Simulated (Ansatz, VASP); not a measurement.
**PtSe2: VASP beside Ansatz**

File INCAR:

```
PREC = Accurate
ENCUT = 520
EDIFF = 1E-7
ISMEAR = 0
SIGMA = 0.15
LREAL = False
LASPH = True
NELM = 100
ALGO = Fast
ISIF = 2
LWAVE = False
LCHARG = True
GGA = PE
IVDW = 12
LELF = True
LVHAR = True
NBANDS = 31
```

KPOINTS

```
regular mesh
0
Gamma
  12 12 6
```

The input POSCAR:

```
PtSe2
1.0
    3.7717024303      0.0000000000      0.0000000000
   -1.8858512152      3.2663901202      0.0000000000
    0.0000000000      0.0000000000      9.6436527086
Pt Se
2 4
Direct
   -0.0147858307     -0.0108239793      0.0000000000
    0.0147858307      0.0108239793      0.5000000000
    0.3202202989      0.6570672593      0.1327718750
    0.3464463677      0.6762660741      0.6327718750
    0.6797797011      0.3429327407      0.3672281250
    0.6535536323      0.3237339259      0.8672281250
```

Input for Ansatz:

```yaml
crystal:
  lattice:
    - [3.7717024303, 0.0, 0.0]
    - [-1.8858512152, 3.2663901202, 0.0]
    - [0.0, 0.0, 9.6436527086]
  atoms:
    - { symbol: Pt, position: [-0.0147858307, -0.0108239793, 0.0] }
    - { symbol: Pt, position: [0.0147858307, 0.0108239793, 0.5] }
    - { symbol: Se, position: [0.3202202989, 0.6570672593, 0.132771875] }
    - { symbol: Se, position: [0.3464463677, 0.6762660741, 0.632771875] }
    - { symbol: Se, position: [0.6797797011, 0.3429327407, 0.367228125] }
    - { symbol: Se, position: [0.6535536323, 0.3237339259, 0.867228125] }
basis:
  ecutwfc: 420
kpoints:
  mp_grid: { grid: [12, 12, 6] }
hamiltonian:
  xc: pbe
  dispersion: d3bj
scf:
  occupations: { method: gaussian, width: 0.15 }
output:
  forces: true
  stress: true
  eigenvalues: true
  write_density: true
  write_potential: true
  elf: true
  volumetric_format: npy
```

Change from the starting cell: mode 4 (44.2 1/cm) frozen in, largest displacement +0.050 Å.

Alike in both runs: task single point; functional PBE; dispersion D3(BJ); k mesh 12 × 12 × 6; occupations gaussian, width 0.15 eV; no spin polarisation.

```csv
,VASP,Ansatz
version,VASP 6.6.1,Ansatz 0.2.0
potentials or method,"VASP PAW PBE potentials, release 64 (Pt, Se), cutoff 520 eV","scalar-relativistic, plane waves, PAW"
valence electrons in the cell,44,100
```

```tsv
	VASP	Ansatz	Ansatz less VASP
gap on the k mesh at the Fermi level (eV)	none	none	-
pressure (GPa)	0.0	0.0	+0.02
rms of the force components (eV/Å)	0.026	0.026	+0.0001
```

Atom by atom the forces differ by 0.003 eV/Å (rms over components). A gap of «none» marks a metal or a gap that the smearing closes. VASP's potentials hold 44 valence electrons a cell and Ansatz's 100, so a difference there can come from the potentials and not from the codes.

Neither program's run includes spin-orbit coupling.
